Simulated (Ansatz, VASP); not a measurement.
**Two plane-wave programs on P**

```
CELL_PARAMETERS angstrom
1.67457 -4.94778 0.00000
1.67457 4.94778 0.00000
0.00000 0.00000 3.82981
ATOMIC_POSITIONS crystal
P 0.11117 0.88883 0.94306
P 0.61117 0.38883 0.55694
P 0.88883 0.11117 0.05694
P 0.38883 0.61117 0.44306
```

Alike in both runs: functional PBEsol; dispersion D3(BJ); k mesh 14 × 14 × 12; occupations gaussian, width 0.1 eV; no spin polarisation.

Ansatz relaxed the structure, and its values are those at the end. VASP's run is a single point on that final structure, the one shown.

|  | VASP | Ansatz |
| --- | --- | --- |
| version | VASP 6.6.1 | Ansatz 0.2.0 |
| potentials or method | VASP PAW PBE potentials, release 64 (P), cutoff 520 eV | scalar-relativistic, plane waves, PAW |
| valence electrons in the cell | 20 | 20 |

|  | VASP | Ansatz | Ansatz less VASP |
| --- | --- | --- | --- |
| gap on the k mesh at the Fermi level (eV) | none | none | - |
| pressure (GPa) | 0.0 | 0.0 | +0.03 |
| rms of the force components (eV/Å) | 0.023 | 0.001 | -0.0216 |

VASP's potentials were made for PBE, not for PBEsol. A gap of «none» marks a metal or a gap that the smearing closes.
